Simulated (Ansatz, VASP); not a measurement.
# Ni in VASP and in Ansatz

File POSCAR:

```
Ni
1.0
    0.0000000000      1.7658666700      1.7658666700
    1.7658666700      0.0000000000      1.7658666700
    1.7658666700      1.7658666700      0.0000000000
Ni
1
Direct
    0.0000000000      0.0000000000      0.0000000000
```

The input INCAR.step1:

```
SYSTEM = Ni
  ALGO = Normal
  EDIFF = 1E-5
  ENCUT = 660
  GGA = PE
  GGA_COMPAT = .False.
  ISMEAR = -1
  ISPIN = 2
  LASPH = .True.
  LCHARG = .False.
  LMAXMIX = 4
  LREAL = .False.
  LWAVE = .True.
  MAGMOM = 2
  NBANDS = 15
  NELM = 200
  PREC = Accurate
  SIGMA = 0.1
```

The input INCAR.step2:

```
SYSTEM = Ni
  ALGO = Normal
  EDIFF = 1E-6
  ENCUT = 660
  GGA_COMPAT = .False.
  ISIF = 2
  ISMEAR = -1
  ISPIN = 2
  ISTART = 1
  LASPH = .True.
  LCHARG = .True.
  LELF = .True.
  LMAXMIX = 4
  LMIXTAU = .True.
  LORBIT = 11
  LREAL = .False.
  LVHAR = .True.
  LWAVE = .False.
  MAGMOM = 2
  METAGGA = R2SCAN
  NBANDS = 15
  NELM = 200
  PREC = Accurate
  SIGMA = 0.1
```

KPOINTS

```
k-points
0
Gamma
  14 14 14
  0 0 0
```

Input for Ansatz:

```yaml
crystal:
  lattice:
    - [0.0, 1.76586667, 1.76586667]
    - [1.76586667, 0.0, 1.76586667]
    - [1.76586667, 1.76586667, 0.0]
  atoms:
    - { symbol: Ni, position: [0.0, 0.0, 0.0], spin: 2.0 }
magnetization:
  spin_polarized: true
hamiltonian:
  xc: r2scan
  pseudopotentials: { kind: paw }
basis:
  ecutwfc: 500
kpoints:
  mp_grid: { grid: [14, 14, 14] }
scf:
  occupations: { method: fermi_dirac, width: 0.1 }
  lower_state_search: "off"
  algorithm: density_mixing
  max_iter: 60
  mixing: { algorithm: anderson, ndim: 1, beta: 0.3, preconditioner: none }
output:
  forces: true
  stress: true
```

Alike in both runs: task single point; functional r2SCAN; k mesh 14 × 14 × 14; occupations fermi-dirac, width 0.1 eV; collinear spin.

|  | VASP | Ansatz |
| --- | --- | --- |
| version | VASP 6.6.1 | Ansatz 0.2.0 |
| potentials or method | VASP PAW PBE potentials, release 64 (Ni), cutoff 660 eV | PAW, plane waves, scalar-relativistic |
| valence electrons in the cell | 10 | 18 |

Ansatz gave:

| Item | Value |
| --- | --- |
| pressure (GPa) | -8.7 |
| net moment per atom (μB) | 0.76 |
| size of the moment on the site where the two differ most (μB) | 0.83 |

Question: What did VASP give for the same quantities?

Answer: Pressure (GPa): -8.1; net moment per atom (μB): 0.74; size of the moment on the site where the two differ most (μB): 0.77.

VASP's potentials were made for PBE, not for r2SCAN. Site moments also hang on the region over which each program counts them. VASP's potentials hold 10 valence electrons a cell and Ansatz's 18, so a difference there can come from the potentials and not from the codes. Ansatz's warnings: stability check not made.
